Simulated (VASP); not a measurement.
Write the native input for VASP 6.6.1 that does the following.

```yaml
Task: single point
Functional: PBE
Potentials_or_basis: VASP PAW PBE potentials, release 64 (Na_pv, Fe, N)
Cutoff: 520 eV
k_mesh: 12 × 12 × 4
Occupations: fermi-dirac, width 0.02 eV
Spin: no spin polarisation
Dipole_correction: no
Further_INCAR_settings: ALGO = Normal; EDIFF = 1e-07; NBANDS = 29
```

The structure of NaFeN lies in POSCAR:

```
NaFeN
1.0
    2.9992785423      0.0000000000      0.0000000000
   -1.4996392712      2.5974514106      0.0000000000
    0.0000000000      0.0000000000      9.8877970774
Na Fe N
2 2 2
Direct
    0.6666666667      0.3333333333      0.7618107899
    0.3333333333      0.6666666667      0.2618107899
    0.0000000000      0.0000000000      0.5182926962
    0.0000000000      0.0000000000      0.0182926962
    0.3333333333      0.6666666667      0.5645365139
    0.6666666667      0.3333333333      0.0645365139
```

The input as run:

INCAR

```
PREC = Accurate ; ENCUT = 520
EDIFF = 1E-7 ; ISMEAR = -1
SIGMA = 0.02 ; LREAL = F
LASPH = T ; NELM = 80
ALGO = Normal ; ISIF = 2
LWAVE = F ; LCHARG = T
GGA = PE ; LELF = T
LVHAR = T ; NBANDS = 29
```

KPOINTS

```
regular mesh
0
Gamma
  12 12 4
```

Potentials or basis: VASP PAW PBE potentials, release 64 (Na_pv, Fe, N).

Command:

```bash
$ cat potpaw_PBE.64/Na_pv/POTCAR potpaw_PBE.64/Fe/POTCAR potpaw_PBE.64/N/POTCAR > POTCAR
$ mpirun -np 1 vasp_std > vasp.out
```

It gave:

```yaml
Pressure: 1.0 GPa
Largest_force: 0.125 eV/Å
Band_gap_on_the_k_mesh: 0.31 eV (least direct gap 0.67 eV)
```

Caveat: semilocal functionals underestimate gaps, and a narrow one can read as zero.

Wall time 3.1 min on 1 thread of Oxide Virtual Turin-like Processor, on a shared host, peak memory 0.24 GiB.
